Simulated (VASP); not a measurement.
Input of a VASP 6.6.1 run:

The input POSCAR:

```
TiAl
1.0
    2.8672622327      0.0000000000      0.0000000000
   -1.4336311163      2.8089075304      0.0000000000
    0.0000000000      0.0000000000      4.6780830000
Ti Al
1 1
Direct
    0.0000000000      0.0000000000      0.0000000000
    0.3333333333      0.6666666667      0.5000000000
```

The input INCAR.step1:

```
SYSTEM = TiAl
PREC = Accurate
ENCUT = 550
ISMEAR = 0
SIGMA = 0.15
LREAL = .FALSE.
LASPH = .TRUE.
NELM = 120
NBANDS = 14
GGA = PE
ALGO = Normal
EDIFF = 1E-5
LWAVE = .TRUE.
LCHARG = .FALSE.
GGA_COMPAT = .FALSE.
```

File INCAR.step2:

```
SYSTEM = TiAl
PREC = Accurate
ENCUT = 550
EDIFF = 1E-6
ISMEAR = 0
SIGMA = 0.15
LREAL = .FALSE.
LASPH = .TRUE.
NELM = 120
ALGO = Normal
ISIF = 2
LWAVE = .FALSE.
LCHARG = .FALSE.
METAGGA = R2SCAN
LMIXTAU = .TRUE.
NBANDS = 14
ISTART = 1
GGA_COMPAT = .FALSE.
```

KPOINTS

```
regular mesh
0
G
  18 18 10
  0 0 0
```

Potentials or basis: VASP PAW PBE potentials, release 64 (Ti_sv, Al).

Command:

```sh
$ cat potpaw_PBE.64/Ti_sv/POTCAR potpaw_PBE.64/Al/POTCAR > POTCAR
$ cp INCAR.step1 INCAR
$ mpirun -np 1 vasp_std > vasp.out
$ cp INCAR.step2 INCAR
$ mpirun -np 1 vasp_std > vasp.out
```

Predict the pressure.

-10.7 GPa.

What does it give for the largest force?

0.219 eV/Å.

Estimate the band gap on the k mesh.

zero (an odd number of electrons rules out a gap without spin polarisation).

Stress tensor (GPa, compression positive):
```
 -6.37   0.00   0.00
  0.00 -16.92   0.00
  0.00   0.00  -8.84
```

Caveat: the cell differs from its parent crystal (strain +0.1312 x Voigt [0, 1, 0, 0, 0, 0]); the cell stands under tension; the PAW data sets were made with another functional, which shifts forces and pressure a little.
